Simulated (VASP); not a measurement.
# GaN (F-43m) in VASP: further runs

Runs on GaN. Level: PBEsol. Tasks: relaxation of cell and atoms.

All numbers are computed with VASP 6.6.1; they aren't measurements. Logs are shortened: lines on timing, memory, paths and dates and some standing lists are left out, and cuts for length are marked.

## (1) The cell of the first run

The structure is cubic, space group F-43m (No. 216). The conventional cell has a = 4.507 Å, b = 4.507 Å, c = 4.507 Å, α = 90.00°, β = 90.00°, γ = 90.00°. Within 2.6 Å of Ga (site symmetry -43m) lie 4 N at 1.95 Å. Within 2.6 Å of N (site symmetry -43m) lie 4 Ga at 1.95 Å.

## (2) Relaxation of cell and atoms, PBEsol, target pressure 20 GPa, at which the enthalpy is minimised

INCAR reads:

```
PREC = Accurate ; ENCUT = 600
EDIFF = 1E-6 ; ISMEAR = -1
SIGMA = 0.05 ; LREAL = False
LASPH = True ; NELM = 80
ALGO = Normal ; ISIF = 3
LWAVE = False ; LCHARG = False
GGA = PS ; IBRION = 2
NSW = 80 ; EDIFFG = -0.02
PSTRESS = 200.0
```

KPOINTS reads:

```
Automatic mesh
0
Gamma
  10 10 10
```

POSCAR reads:

```
GaN
1.0
    0.0000000000      2.2535006075      2.2535006075
    2.2535006075      0.0000000000      2.2535006075
    2.2535006075      2.2535006075      0.0000000000
Ga N
1 1
Direct
    0.0000000000      0.0000000000      0.0000000000
    0.2500000000      0.2500000000      0.2500000000
```

Potentials or basis: VASP PAW PBE potentials, release 64 (Ga_d, N).

Started as:

```
> cat potpaw_PBE.64/Ga_d/POTCAR potpaw_PBE.64/N/POTCAR > POTCAR
> mpirun -np 1 vasp_std > vasp.out
```

OUTCAR:

```text
PREC = Accurate
   ENCUT = 600
   EDIFF = 1E-6
   ISMEAR = -1
   LREAL = False
   LASPH = True
   NELM = 80
   ISIF = 3
   GGA = PS
   IBRION = 2
   NSW = 80
   EDIFFG = -0.02
   PSTRESS = 200.0

 ion  position               nearest neighbor table
   1  0.000  0.000  0.000-   2 1.95   2 1.95   2 1.95   2 1.95
   2  0.250  0.250  0.250-   1 1.95   1 1.95   1 1.95   1 1.95

  LATTYP: Found a face centered cubic cell.
 ALAT       =     4.5070012150

  Lattice vectors:

 A1 = (   0.0000000000,   2.2535006075,   2.2535006075)
 A2 = (   2.2535006075,   0.0000000000,   2.2535006075)
 A3 = (   2.2535006075,   2.2535006075,   0.0000000000)

Analysis of symmetry for initial positions (statically):
=====================================================================
 Subroutine PRICEL returns:
 Original cell was already a primitive cell.

 Routine SETGRP: Setting up the symmetry group for a
 face centered cubic supercell.

 Subroutine GETGRP returns: Found 24 space group operations
 (whereof 24 operations were pure point group operations)
 out of a pool of 48 trial point group operations.

The static configuration has the point symmetry T_d .

Analysis of symmetry for dynamics (positions and initial velocities):
=====================================================================
 Subroutine PRICEL returns:
 Original cell was already a primitive cell.

 Routine SETGRP: Setting up the symmetry group for a
 face centered cubic supercell.

 Subroutine GETGRP returns: Found 24 space group operations
 (whereof 24 operations were pure point group operations)
 out of a pool of 48 trial point group operations.

The dynamic configuration has the point symmetry T_d .

 Subroutine INISYM returns: Found 24 space group operations
 (whereof 24 operations are pure point group operations),
 and found     1 'primitive' translations

----------------------------------------------------------------------------------------

                                     Primitive cell

  volume of cell :      22.8877

  direct lattice vectors                    reciprocal lattice vectors
     0.000000000  2.253500607  2.253500607    -0.221877020  0.221877020  0.221877020
     2.253500607  0.000000000  2.253500607     0.221877020 -0.221877020  0.221877020
     2.253500607  2.253500607  0.000000000     0.221877020  0.221877020 -0.221877020

  length of vectors
     3.186931122  3.186931122  3.186931122     0.384302272  0.384302272  0.384302272

  position of ions in fractional coordinates (direct lattice)
     0.000000000  0.000000000  0.000000000
     0.250000000  0.250000000  0.250000000

  ion indices of the primitive-cell ions
   primitive index   ion index
                 1           1
                 2           2

----------------------------------------------------------------------------------------

 KPOINTS: Automatic mesh

Automatic generation of k-mesh.
 Grid dimensions read from file:
 generate k-points for:   10   10   10

 Generating k-lattice:

  Cartesian coordinates                     Fractional coordinates (reciprocal lattice)
    -0.022187702  0.022187702  0.022187702     0.100000000  0.000000000  0.000000000
     0.022187702 -0.022187702  0.022187702     0.000000000  0.100000000  0.000000000
     0.022187702  0.022187702 -0.022187702     0.000000000  0.000000000  0.100000000

  Length of vectors
     0.038430227  0.038430227  0.038430227

  Shift w.r.t. Gamma in fractional coordinates (k-lattice)
     0.000000000  0.000000000  0.000000000

 Subroutine IBZKPT returns following result:
 ===========================================

 Found     47 irreducible k-points:

 Following reciprocal coordinates:
            Coordinates               Weight
  0.000000  0.000000  0.000000      1.000000
  0.100000  0.000000  0.000000      8.000000
  0.200000  0.000000  0.000000      8.000000
  0.300000  0.000000  0.000000      8.000000
  0.400000  0.000000  0.000000      8.000000
  0.500000  0.000000  0.000000      4.000000
[... 16 lines left out ...]
  0.300000  0.300000  0.000000      6.000000
  0.400000  0.300000  0.000000     24.000000
 [... further k-points ...]
   k-points           NKPTS =     47   k-points in BZ     NKDIM =     47   number of bands    NBANDS=     13
   number of dos      NEDOS =    301   number of ions     NIONS =      2
   total plane-waves  NPLWV =  21952
   dimension x,y,z NGX =    28 NGY =   28 NGZ =   28
   dimension x,y,z NGXF=    56 NGYF=   56 NGZF=   56
   ions per type =               1   1
   NGX,Y,Z   is equivalent  to a cutoff of  14.61, 14.61, 14.61 a.u.
   NGXF,Y,Z  is equivalent  to a cutoff of  29.21, 29.21, 29.21 a.u.
 SYSTEM =  unknown system
   PREC   = accura    normal or accurate (medium, high low for compatibility)
   ISTART =      0    job   : 0-new  1-cont  2-samecut
   ICHARG =      2    charge: 1-file 2-atom 10-const
   ISPIN  =      1    spin polarized calculation?
   LNONCOLLINEAR =      F non collinear calculations
   LSORBIT =      F    spin-orbit coupling
   LASPH  =      T    aspherical Exc in radial PAW
   ENCUT  =  600.0 eV  44.10 Ry    6.64 a.u.   6.37  6.37  6.37*2*pi/ulx,y,z
   NELM   =     80;   NELMIN=  2; NELMDL= -5     # of ELM steps
   EDIFF  = 0.1E-05   stopping-criterion for ELM
   LREAL  =      F    real-space projection
   EDIFFG = -.2E-01   stopping-criterion for IOM
   NSW    =     80    number of steps for IOM
   IBRION =      2    ionic relax: 0-MD 1-quasi-New 2-CG
   NFREE  =      1    steps in history (QN), initial steepest desc. (CG)
   ISIF   =      3    stress and relaxation
   ISYM   =      2    0-nonsym 1-usesym 2-fastsym
   POTIM  = 0.5000    time-step for ionic-motion
   TEBEG  =    0.0;   TEEND  =   0.0 temperature during run
   PSTRESS=  200.0 pullay stress
   NELECT =      18.0000    total number of electrons
   NUPDOWN=      -1.0000    fix difference up-down
   EMIN   =  10.00;   EMAX   =-10.00  energy-range for DOS
   EFERMI =   0.00;   METHOD = LEGACY
   ISMEAR =    -1;   SIGMA  =   0.05  broadening in eV -4-tet -1-fermi 0-gaus
   EFERMI_NEDOS =   21; number of points for ismear=-14 and -15
   IALGO  =     38    algorithm
   IMIX   =      4    mixing-type and parameters
     AMIX     =   0.40;   BMIX     =  1.00
     AMIX_MAG =   1.60;   BMIX_MAG =  1.00
  volume/ion in A,a.u.               =      11.44        77.23
  Fermi-wavevector in a.u.,A,eV,Ry     =   1.511117  2.855596 31.068543  2.283473
  Thomas-Fermi vector in A             =   2.621216
   LORBIT       =      0    0 simple, 1 ext, 2 COOP (PROOUT), +10 PAW based schemes
   GGA     = PS    functional components
   LHFCALC =     F    Hartree Fock is set to
   AEXX    =    0.0000 exact exchange contribution
   IVDW    =     0    specifies the selected vdW correction
   LEPSILON=     F    determine dielectric tensor
   LRPA    =     F    only Hartree local field effects (RPA)
 conjugate gradient relaxation of ions
 non-spin polarized calculation
  energy-cutoff  :      600.00
  volume of cell :       22.89
 maximum number of plane-waves:       785
 NGX is ok and might be reduce to    28
   NGX = 13   NGY = 13   NGZ = 13

--------------------------------------- Ionic step        1  -------------------------------------------

 number of electron      18.0000005 magnetization

 Free energy of the ion-electron system (eV)
  ---------------------------------------------------
  ext. energy  EPLUGINS =         0.00000000
  ---------------------------------------------------
  free energy    TOTEN  =       -13.12373633 eV

  energy without entropy =      -13.12373633  energy(sigma->0) =      -13.12373633

------------------------ aborting loop because EDIFF is reached ----------------------------------------

  FORCE on cell =-STRESS in cart. coord.  units (eV):
  Direction    XX          YY          ZZ          XY          YZ          ZX
  --------------------------------------------------------------------------------------
  -------------------------------------------------------------------------------------
  Total       -0.2150045     -0.2150045     -0.2150045      0.0000000     -0.0000000     -0.0000000
  in kB      -15.0506448    -15.0506448    -15.0506448      0.0000000     -0.0000000     -0.0000000
  external PRESSURE =    -215.0506448 kB  Pullay stress =     200.0000000 kB
[... 99 lines left out ...]
  enthalpy is  TOTEN    =       -10.4180180222 eV   P V=        2.6055236477

--------------------------------------- Ionic step        4  -------------------------------------------

 number of electron      17.9999998 magnetization

 Free energy of the ion-electron system (eV)
  ---------------------------------------------------
  ext. energy  EPLUGINS =         0.00000000
  ---------------------------------------------------
  free energy    TOTEN  =       -13.01675567 eV

  energy without entropy =      -13.01675567  energy(sigma->0) =      -13.01675567

 E-fermi :   7.2660     XC(G=0): -12.4207

 val. band max:        6.2419627316   @ k =   0.0000   0.0000   0.0000
 cond. band min:       8.5309391684   @ k =   0.0000   0.0000   0.0000
 fundamental gap:      2.2889764367
 Fermi energy:         7.2660365778

 k-point     1 :       0.0000    0.0000    0.0000
  band No.  band energies     occupation
      1     -10.5600      2.00000
      2      -7.2920      2.00000
      3      -7.2920      2.00000
      4      -7.2920      2.00000
      5      -6.8564      2.00000
      6      -6.8564      2.00000
      7       6.2420      2.00000
      8       6.2420      2.00000
      9       6.2420      2.00000
     10       8.5309      0.00000
     11      17.0374      0.00000
     12      17.0374      0.00000
     13      17.0374      0.00000
[... 353 lines left out ...]
 k-point    24 :       0.4000    0.3000    0.0000
  band No.  band energies     occupation
      1      -9.2261      2.00000
      2      -7.1501      2.00000
      3      -6.9938      2.00000
      4      -6.9911      2.00000
      5      -6.7769      2.00000
      6      -6.0527      2.00000
      7       0.9721      2.00000
      8       3.4271      2.00000
      9       3.7840      2.00000
     10      10.7257      0.00000
     11      13.9907      0.00000
     12      17.4444      0.00000
     13      19.8673      0.00000

 [... further k-points ...]

------------------------ aborting loop because EDIFF is reached ----------------------------------------

  FORCE on cell =-STRESS in cart. coord.  units (eV):
  Direction    XX          YY          ZZ          XY          YZ          ZX
  --------------------------------------------------------------------------------------
  -------------------------------------------------------------------------------------
  Total        2.5792769      2.5792769      2.5792769     -0.0000000      0.0000000     -0.0000000
  in kB      198.5179211    198.5179211    198.5179211     -0.0000000      0.0000000     -0.0000000
  external PRESSURE =      -1.4820789 kB  Pullay stress =     200.0000000 kB
[... 17 lines left out ...]
  FREE ENERGIE OF THE ION-ELECTRON SYSTEM (eV)
  ---------------------------------------------------
  free  energy   TOTEN  =       -13.0167556679 eV

  energy  without entropy=      -13.0167556679  energy(sigma->0) =      -13.01675567

  enthalpy is  TOTEN    =       -10.4182225719 eV   P V=        2.5985330961

 reached required accuracy - stopping structural energy minimisation
```

It took 1.8 min on 1 thread of Intel Xeon 8259CL, shared host; peak memory 0.18 GiB.

Results:

| Item | Value |
| --- | --- |
| Free energy | -13.0168 eV |
| Relaxed volume | 10.41 Å³/atom |
| Relaxed cell | a = 3.088 Å, b = 3.088 Å, c = 3.088 Å, α = 60.00°, β = 60.00°, γ = 60.00° |
| Space group after relaxing (to 0.05 Å) | F-43m (No. 216) |
| Energy change on relaxing (the enthalpy is what falls) | +53.5 meV/atom |
| Ionic steps | 4 |
| Pressure after relaxing | 19.9 GPa |
| Band gap on the k mesh | 2.29 eV, direct |

Step by step:
```csv
step,energy change (eV),largest force (eV/Å),pressure (GPa),volume (Å³)
1,0.0000,0.0000,-1.51,22.89
2,0.7912,0.0000,68.08,18.17
3,0.1002,0.0000,19.15,20.87
4,0.1070,0.0000,19.85,20.82
```

Final structure:
```yaml
crystal:
  lattice:
    - [0.00000, 2.18336, 2.18336]
    - [2.18336, 0.00000, 2.18336]
    - [2.18336, 2.18336, 0.00000]
  atoms:
    - { symbol: Ga, position: [0.00000, 0.00000, 0.00000] }
    - { symbol: N, position: [0.25000, 0.25000, 0.25000] }
```

Levels at points of the mesh, in eV from the valence-band top:
| k point | band 5 | band 6 | band 7 | band 8 | band 9 | band 10 | band 11 | band 12 | band 13 |
| --- | --- | --- | --- | --- | --- | --- | --- | --- | --- |
| (0.00, 0.00, 0.00) | -13.10 | -13.10 | 0.00 | 0.00 | 0.00 | 2.29 | 10.80 | 10.80 | 10.80 |
| (0.50, 0.00, 0.00) | -13.04 | -11.84 | -7.78 | -1.11 | -1.11 | 5.21 | 9.10 | 10.75 | 10.75 |
| (0.50, 0.50, 0.00) | -13.00 | -11.43 | -6.59 | -3.09 | -3.09 | 3.24 | 7.09 | 12.30 | 14.90 |

Caveat: the cell is relaxed towards a set pressure, so the enthalpy falls and the energy may rise; the PAW data sets were made with another functional, which shifts forces and pressure a little.

## (3) Relaxation of cell and atoms, PBEsol, target pressure 30 GPa, at which the enthalpy is minimised

INCAR reads:

```
SYSTEM = GaN
  ALGO = Normal
  EDIFF = 1E-6
  EDIFFG = -0.02
  ENCUT = 600
  GGA = PS
  IBRION = 2
  ISIF = 3
  ISMEAR = -1
  LASPH = .TRUE.
  LCHARG = .FALSE.
  LREAL = .FALSE.
  LWAVE = .FALSE.
  NELM = 80
  NSW = 80
  PREC = Accurate
  PSTRESS = 300.0
  SIGMA = 0.05
```

KPOINTS reads:

```
k-points
0
G
  10 10 10
  0 0 0
```

POSCAR is that of step 2.

Potentials or basis: VASP PAW PBE potentials, release 64 (Ga_d, N).

Started as:

```
> cat potpaw_PBE.64/Ga_d/POTCAR potpaw_PBE.64/N/POTCAR > POTCAR
> mpirun -np 1 vasp_std > vasp.out
```

Run time: 2 min. Hardware: 1 thread of Intel Xeon 8259CL, shared host; peak memory 0.18 GiB.

The run converged. Its results:

- Free energy: -12.9052 eV
- Relaxed volume: 10.05 Å³/atom
- Relaxed cell: a = 3.052 Å, b = 3.052 Å, c = 3.052 Å, α = 60.00°, β = 60.00°, γ = 60.00°
- Space group after relaxing (to 0.05 Å): F-43m (No. 216)
- Energy change on relaxing (the enthalpy is what falls): +109.3 meV/atom
- Ionic steps: 5
- Pressure after relaxing: 30.1 GPa
- Band gap on the k mesh: 2.51 eV, direct

The path:
```csv
step,energy change (eV),largest force (eV/Å),pressure (GPa),volume (Å³)
1,0.0000,0.0000,-1.51,22.89
2,1.9735,0.0000,130.57,16.21
3,0.1866,0.0000,27.60,20.27
4,0.2089,0.0000,29.38,20.15
5,0.2186,0.0000,30.11,20.09
```

Final structure:
```xyz
2
Lattice="0.0000 2.1578 2.1578 2.1578 0.0000 2.1578 2.1578 2.1578 0.0000" Properties=species:S:1:pos:R:3 pbc="T T T"
Ga    0.0000    0.0000    0.0000
N     1.0789    1.0789    1.0789
```

Levels at points of the mesh, in eV from the valence-band top:
```csv
k point,band 7,band 8,band 9,band 10,band 11,band 12
"(0.00, 0.00, 0.00)",0.00,0.00,0.00,2.51,11.02,11.02
"(0.50, 0.00, 0.00)",-8.05,-1.16,-1.16,5.46,9.26,10.93
"(0.50, 0.50, 0.00)",-6.75,-3.24,-3.24,3.25,7.28,12.59
```

Caveat: the cell is relaxed towards a set pressure, so the enthalpy falls and the energy may rise; the PAW data sets were made with another functional, which shifts forces and pressure a little.
